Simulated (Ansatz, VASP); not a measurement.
# Two plane-wave programs on AlV2C

File POSCAR:

```
AlV2C
1.0
    2.8875990726      0.0000000000      0.0000000000
   -1.4437995363      2.5007341528      0.0000000000
    0.0000000000      0.0000000000     13.1048231100
Al V C
2 4 2
Direct
    0.3333333300      0.6666666700      0.2500000000
    0.6666666700      0.3333333300      0.7500000000
    0.3333333300      0.6666666700      0.5863842200
    0.6666666700      0.3333333300      0.4136157800
    0.6666666700      0.3333333300      0.0863842200
    0.3333333300      0.6666666700      0.9136157800
    0.0000000000      0.0000000000      0.0000000000
    0.0000000000      0.0000000000      0.5000000000
```

The input INCAR.step1:

```
SYSTEM = AlV2C
ALGO = Normal
EDIFF = 1E-4
ENCUT = 520
GGA = PE
ISMEAR = 0
ISPIN = 2
LASPH = .True.
LCHARG = .False.
LMAXMIX = 4
LREAL = .False.
LWAVE = .True.
MAGMOM = 0 0 2 2 2 2 0 0
NBANDS = 47
NELM = 150
PREC = Accurate
SIGMA = 0.1
```

Contents of INCAR.step2:

```
SYSTEM = AlV2C
ALGO = Normal
EDIFF = 1E-6
ENCUT = 520
ISIF = 2
ISMEAR = 0
ISPIN = 2
ISTART = 1
LASPH = .True.
LCHARG = .True.
LELF = .True.
LMAXMIX = 4
LMIXTAU = .True.
LORBIT = 11
LREAL = .False.
LVHAR = .True.
LWAVE = .False.
MAGMOM = 0 0 2 2 2 2 0 0
METAGGA = R2SCAN
NBANDS = 47
NELM = 150
PREC = Accurate
SIGMA = 0.1
```

File KPOINTS:

```
k-points
0
Gamma
  6 6 2
  0 0 0
```

Input for Ansatz:

```yaml
crystal:
  lattice:
    - [2.8875990726, 0.0, 0.0]
    - [-1.4437995363, 2.5007341528, 0.0]
    - [0.0, 0.0, 13.10482311]
  atoms:
    - { symbol: Al, position: [0.33333333, 0.66666667, 0.25] }
    - { symbol: Al, position: [0.66666667, 0.33333333, 0.75] }
    - { symbol: V, position: [0.33333333, 0.66666667, 0.58638422], spin: 2.0 }
    - { symbol: V, position: [0.66666667, 0.33333333, 0.41361578], spin: 2.0 }
    - { symbol: V, position: [0.66666667, 0.33333333, 0.08638422], spin: 2.0 }
    - { symbol: V, position: [0.33333333, 0.66666667, 0.91361578], spin: 2.0 }
    - { symbol: C, position: [0.0, 0.0, 0.0] }
    - { symbol: C, position: [0.0, 0.0, 0.5] }
basis:
  ecutwfc: 500
kpoints:
  mp_grid: { grid: [6, 6, 2] }
hamiltonian:
  xc: r2scan
scf:
  occupations: { method: gaussian, width: 0.1 }
  lower_state_search: "off"
output:
  forces: true
  stress: true
  eigenvalues: true
  populations: true
magnetization:
  spin_polarized: true
```

Alike in both runs: task single point; functional r2SCAN; k mesh 6 × 6 × 2; occupations gaussian, width 0.1 eV; collinear spin.

|  | VASP | Ansatz |
| --- | --- | --- |
| version | VASP 6.6.1 | Ansatz 0.2.0 |
| potentials or method | VASP PAW PBE potentials, release 64 (Al, V_sv, C), cutoff 520 eV | scalar-relativistic, plane waves, PAW |
| valence electrons in the cell | 66 | 66 |

|  | VASP | Ansatz | Ansatz less VASP |
| --- | --- | --- | --- |
| gap on the k mesh at the Fermi level (eV) | none | none | - |
| pressure (GPa) | -0.3 | -0.8 | -0.51 |
| traceless stress, the component that is largest in VASP (GPa) | 0.89 | 0.93 | +0.042 |
| rms of the force components (eV/Å) | 0.054 | 0.016 | -0.0381 |
| net moment per atom (μB) | 0.00 | 0.00 | 0.000 |

VASP's potentials were made for PBE, not for r2SCAN. Atom by atom the forces differ by 0.038 eV/Å (rms over components). A gap of «none» marks a metal or a gap that the smearing closes. With one functional, cell and mesh, what is left measures potentials, basis and numerics. Ansatz's warnings: seeded moment not kept, stability check not made.

The k mesh is coarse, so the values compare programs but aren't converged.
